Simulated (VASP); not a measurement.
Runs of VASP 6.6.1 on Te. The structure is that of space group P3_121 (No. 152), or close to it. The cells are those of the table. 

```tsv
cell	k mesh	gap on the mesh (eV)	pressure (GPa)	largest force (eV/Å)
a = 4.448, b = 4.448, c = 6.086 Å, angles 90.0, 90.0, 120.0°, 3 atoms	8 × 8 × 5	0.49	-3.5	(c)
a = 4.217, b = 4.217, c = 5.769 Å, angles 90.0, 90.0, 120.0°, 3 atoms	8 × 8 × 5	0.44	5.6	0.38
a = 4.336, b = 4.336, c = 5.932 Å, angles 90.0, 90.0, 120.0°, 3 atoms	5 × 5 × 3	0.70	(b)	(a)
a = 4.503, b = 4.503, c = 6.160 Å, angles 90.0, 90.0, 120.0°, 3 atoms	8 × 8 × 5	0.49	-4.8	0.37
a = 4.393, b = 4.393, c = 6.010 Å, angles 90.0, 90.0, 120.0°, 3 atoms	8 × 8 × 5	0.48	-2.0	0.13
```

Alike in all rows: task single point; level PBEsol; potentials or basis VASP PAW PBE potentials, release 64 (Te); no spin polarisation; cutoff (eV) 520; smearing fermi-dirac 0.05 eV.

**Question.** Estimate the missing entries.

**Answer.** (a) 0.02; (b) 0.1; (c) 0.26.

Caveats: the PAW data sets were made with another functional, which shifts forces and pressure a little; spin-orbit coupling is left out, which moves the levels of the heavy elements.

A k mesh can miss the band edges, and the runs leave out spin-orbit coupling on Te.
